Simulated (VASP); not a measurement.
Here is a VASP 6.6.1 calculation.

INCAR

```
SYSTEM = SnO2
ALGO     = Normal         ! electronic algorithm
EDIFF    = 1E-7           ! SCF threshold, eV
ENCUT    = 520            ! plane-wave cutoff, eV
GGA      = CA             ! functional
ISIF     = 2              ! what is computed and relaxed
ISMEAR   = 0              ! smearing method
LASPH    = .TRUE.         ! aspherical terms in the spheres
LCHARG   = .FALSE.        ! write CHGCAR
LREAL    = .FALSE.        ! projectors in reciprocal space
LWAVE    = .FALSE.        ! write WAVECAR
NBANDS   = 20             ! bands
NELM     = 80             ! most SCF steps
PREC     = Accurate       ! precision mode
SIGMA    = 0.05           ! smearing width, eV
```

The input KPOINTS:

```
k-points
0
G
  12 12 12
  0 0 0
```

The input POSCAR:

```
SnO2
1.0
    1.5093424531      0.8714192716      4.6088717736
   -1.5093424531      0.8714192716      4.6088717736
    0.0000000000     -1.7428385432      4.6088717736
Sn O
1 2
Direct
    0.5000000000      0.5000000000      0.5000000000
    0.2451905456      0.2451905456      0.2451905456
    0.7548094544      0.7548094544      0.7548094544
```

Potentials or basis: VASP PAW LDA potentials, release 64 (Sn_d, O).

Command:

```console
$ cat potpaw_LDA.64/Sn_d/POTCAR potpaw_LDA.64/O/POTCAR > POTCAR
$ mpirun -np 1 vasp_std > vasp.out
```

**Question.** What does it give for the largest force?

**Answer.** 0.275 eV/Å.

**Question.** What does it give for the band gap on the k mesh?

**Answer.** 2.69 eV (least direct gap 2.86 eV).

**Question.** What does it give for the pressure?

**Answer.** 14.5 GPa.

Stress tensor (GPa, compression positive):
```
23.26  0.00  0.00
 0.00 23.26  0.00
 0.00  0.00 -3.05
```

Caveat: the stress differs along the axes, from -3 to 23 GPa; spin-orbit coupling is left out, which moves the levels of the heavy elements. A k mesh can miss the band edges.
